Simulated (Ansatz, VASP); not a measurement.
**Pt: VASP beside Ansatz**

POSCAR

```
Pt
1.0
   -1.5842200000      1.6337268750      1.6337268750
    1.5842200000     -1.5347131250      1.5347131250
    1.5842200000      1.5347131250     -1.5347131250
Pt
1
Direct
    0.0000000000      0.0000000000      0.0000000000
```

The input INCAR.step1:

```
SYSTEM = Pt
ALGO = Normal ; EDIFF = 1E-4
ENCUT = 520 ; GGA = PE
ISMEAR = 0 ; LASPH = .TRUE.
LCHARG = .FALSE. ; LREAL = .FALSE.
LWAVE = .TRUE. ; NBANDS = 11
NELM = 100 ; PREC = Accurate
SIGMA = 0.15
```

File INCAR.step2:

```
SYSTEM = Pt
ALGO = Normal ; EDIFF = 1E-6
ENCUT = 520 ; ISIF = 2
ISMEAR = 0 ; ISTART = 1
LASPH = .TRUE. ; LCHARG = .FALSE.
LMIXTAU = .TRUE. ; LREAL = .FALSE.
LWAVE = .FALSE. ; METAGGA = R2SCAN
NBANDS = 11 ; NELM = 100
PREC = Accurate ; SIGMA = 0.15
```

The input KPOINTS:

```
k-points
0
G
  22 22 22
  0 0 0
```

Input for Ansatz:

```yaml
crystal:
  lattice:
    - [-1.58422, 1.633726875, 1.633726875]
    - [1.58422, -1.534713125, 1.534713125]
    - [1.58422, 1.534713125, -1.534713125]
  atoms:
    - { symbol: Pt, position: [0.0, 0.0, 0.0] }
basis:
  ecutwfc: 500
kpoints:
  mp_grid: { grid: [22, 22, 22] }
hamiltonian:
  xc: r2scan
scf:
  occupations: { method: gaussian, width: 0.15 }
output:
  forces: true
  stress: true
  eigenvalues: true
```

Change from the starting cell: strain +0.0625 x Voigt [0, 0, 0, 1, 0, 0], atoms carried along.

Alike in both runs: task single point; functional r2SCAN; k mesh 22 × 22 × 22; occupations gaussian, width 0.15 eV; no spin polarisation.

```csv
,VASP,Ansatz
version,VASP 6.6.1,Ansatz 0.2.0
potentials or method,"VASP PAW PBE potentials, release 64 (Pt), cutoff 520 eV","scalar-relativistic, plane waves, PAW"
valence electrons in the cell,10,18
```

Ansatz gave:

| Item | Value |
| --- | --- |
| gap on the k mesh at the Fermi level (eV) | none |
| pressure (GPa) | -5.2 |
| traceless stress, the component that is largest in VASP (GPa) | -8.67 |

**Question.** Which values does VASP return?

**Answer.** gap on the k mesh at the Fermi level (eV): none; pressure (GPa): -4.6; traceless stress, the component that is largest in VASP (GPa): -8.79.

VASP's potentials were made for PBE, not for r2SCAN. A gap of «none» marks a metal or a gap that the smearing closes. VASP's potentials hold 10 valence electrons a cell and Ansatz's 18, so a difference there can come from the potentials and not from the codes.

Neither program's run includes spin-orbit coupling.
